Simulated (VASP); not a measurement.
## Sr8Ti8O23 (a cell with a defect): single point with PBE

Sr8Ti8O23 (a cell with a defect):

```
CELL_PARAMETERS angstrom
0.00000 7.87285 0.00000
0.00000 0.00000 7.87285
7.87285 0.00000 0.00000
ATOMIC_POSITIONS crystal
Sr 0.50899 0.00000 0.99101
Sr 0.50822 0.50000 0.99178
Sr 0.99101 0.00000 0.99101
Sr 0.99178 0.50000 0.99178
Sr 0.50899 0.00000 0.50899
Sr 0.50822 0.50000 0.50822
Sr 0.99101 0.00000 0.50899
Sr 0.99178 0.50000 0.50822
Ti 0.25000 0.23261 0.25000
Ti 0.25000 0.76739 0.25000
Ti 0.75000 0.25401 0.25000
Ti 0.75000 0.74599 0.25000
Ti 0.25000 0.25401 0.75000
Ti 0.25000 0.74599 0.75000
Ti 0.75000 0.24983 0.75000
Ti 0.75000 0.75017 0.75000
O 0.00723 0.26818 0.25000
O 0.00723 0.73182 0.25000
O 0.49277 0.26818 0.25000
O 0.49277 0.73182 0.25000
O 0.00055 0.24843 0.75000
O 0.00055 0.75157 0.75000
O 0.49945 0.24843 0.75000
O 0.49945 0.75157 0.75000
O 0.25000 0.00000 0.25000
O 0.75000 0.50000 0.25000
O 0.75000 0.00000 0.25000
O 0.25000 0.50000 0.75000
O 0.25000 0.00000 0.75000
O 0.75000 0.50000 0.75000
O 0.75000 0.00000 0.75000
O 0.25000 0.26818 0.49277
O 0.25000 0.73182 0.49277
O 0.75000 0.24843 0.49945
O 0.75000 0.75157 0.49945
O 0.25000 0.26818 0.00723
O 0.25000 0.73182 0.00723
O 0.75000 0.24843 0.00055
O 0.75000 0.75157 0.00055
```

```
Program             : VASP 6.6.1
Task                : single point
Functional          : PBE
Potentials or basis : VASP PAW PBE potentials, release 64 (Sr_sv, Ti_sv, O)
Cutoff              : 520 eV
k mesh              : 2 × 2 × 2, shifted
Occupations         : gaussian, width 0.02 eV
Spin                : no spin polarisation
```

The largest force is 0.045 eV/Å.

Forces on the atoms (eV/Å):
```
Sr   0.019 -0.019  0.000
Sr   0.010 -0.010  0.000
Sr   0.019  0.019  0.000
Sr   0.010  0.010  0.000
Sr  -0.019 -0.019  0.000
Sr  -0.010 -0.010  0.000
Sr  -0.019  0.019  0.000
Sr  -0.010  0.010  0.000
Ti   0.000  0.000  0.035
Ti   0.000  0.000 -0.035
Ti   0.000  0.000 -0.045
Ti   0.000  0.000  0.045
Ti   0.000  0.000 -0.045
Ti   0.000  0.000  0.045
Ti   0.000  0.000 -0.019
Ti   0.000  0.000  0.019
O    0.000 -0.030  0.003
O    0.000 -0.030 -0.003
O    0.000  0.030  0.003
O    0.000  0.030 -0.003
O    0.000 -0.008 -0.010
O    0.000 -0.008  0.010
O    0.000  0.008 -0.010
O    0.000  0.008  0.010
O    0.000  0.000  0.000
O    0.000  0.000  0.000
O    0.000  0.000  0.000
O    0.000  0.000  0.000
O    0.000  0.000  0.000
O    0.000  0.000  0.000
O    0.000  0.000  0.000
O    0.030  0.000  0.003
O    0.030  0.000 -0.003
O    0.008  0.000 -0.010
O    0.008  0.000  0.010
O   -0.030  0.000  0.003
O   -0.030  0.000 -0.003
O   -0.008  0.000 -0.010
O   -0.008  0.000  0.010
```

Levels at points of the mesh, in eV from the Fermi level:
```tsv
k point	band 153	band 154	band 155	band 156	band 157	band 158	band 159	band 160
(0.25, 0.25, 0.25)	-0.27	-0.26	-0.15	-0.11	2.36	2.42	2.46	2.51
```

Run time: 5.7 min on 1 thread of Oxide Virtual Turin-like Processor, with other jobs on the host, peak memory 0.48 GiB.

Caveat: the cell carries a net charge on a neutralising background, which shifts energy and pressure; the cell is charged against a uniform background, so pressure and absolute levels hang on convention.
